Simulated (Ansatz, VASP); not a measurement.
## Two plane-wave programs on ZnO

```
Zn O
1.0
     3.22759    0.00000    0.00000
    -1.61380    2.79517    0.00000
     0.00000    0.00000    5.16887
Zn O
2 2
Direct
  0.33333 0.66667 0.00000
  0.66667 0.33333 0.50000
  0.33333 0.66667 0.38210
  0.66667 0.33333 0.88210
```

Change from the starting cell: volume scaled by 0.98, PAW files.

Alike in both runs: task electric field gradients; functional LDA; k mesh 8 × 8 × 5; occupations fermi-dirac, width 0.01 eV; no spin polarisation.

```csv
,VASP,Ansatz
version,VASP 6.6.1,Ansatz 0.2.0
potentials or method,"VASP PAW LDA potentials, release 64 (Zn, O)","PAW with Ansatz's default frozen-core files, scalar-relativistic"
plane-wave cutoff (eV),520,420
valence electrons in the cell,36,36
```

Ansatz gave:

- gap on the k mesh at the Fermi level (eV): 0.77
- pressure (GPa): -4.3
- traceless stress, the component that is largest in VASP (GPa): 0.38
- rms of the force components (eV/Å): 0.023
- size of Vzz on the site where it differs most (V/Å²): 7.6

What did VASP give for the same quantities?

gap on the k mesh at the Fermi level (eV): 0.78; pressure (GPa): -3.2; traceless stress, the component that is largest in VASP (GPa): 0.34; rms of the force components (eV/Å): 0.024; size of Vzz on the site where it differs most (V/Å²): 8.0.

LDA's correlation is that of Perdew and Zunger in VASP and of Perdew and Wang (1992) in Ansatz. Atom by atom the forces differ by 0.001 eV/Å (rms over components).
